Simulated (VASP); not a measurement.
# SnSe: electric field gradients with PBE

The system is SnSe.

```
Sn Se
1.0
     0.00000    3.03488    3.03488
     3.03488    0.00000    3.03488
     3.03488    3.03488    0.00000
Sn Se
1 1
Direct
  0.00000 0.00000 0.00000
  0.50000 0.50000 0.50000
```

This cell differs from its parent crystal: volume scaled by 1.025.

| Quantity | Value |
| --- | --- |
| Program | VASP 6.6.1 |
| Task | electric field gradients |
| Functional | PBE |
| Potentials or basis | VASP PAW PBE potentials, release 64 (Sn_d, Se) |
| Cutoff | 400 eV |
| k mesh | 7 × 7 × 7 |
| Occupations | fermi-dirac, width 0.01 eV |
| Spin | no spin polarisation |
| Dipole correction | no |
| Further INCAR settings | ALGO = Normal; EDIFF = 1e-08; NBANDS = 17 |

```json
{
 "Pressure": "-0.3 GPa"
}
```

Levels at points of the mesh, in eV from the Fermi level:
```tsv
k point	band 6	band 7	band 8	band 9	band 10	band 11	band 12	band 13	band 14	band 15
(0.00, 0.00, 0.00)	-13.77	-5.22	-2.19	-2.19	-2.19	4.15	4.15	4.15	5.82	5.82
```

Wall time 8.2 s on 1 thread of Intel(R) Xeon(R) 6975P-C (Granite Rapids), on a shared host, peak memory 0.15 GiB.

Caveat: this odd mesh misses L, where the gap lies, so gap, dielectric constants and Born charges aren't listed; without QUAD_EFG the Cq values of the log hold for a quadrupole moment of 1 mb, not for the nuclei; spin-orbit coupling is left out, which moves the levels of the heavy elements.
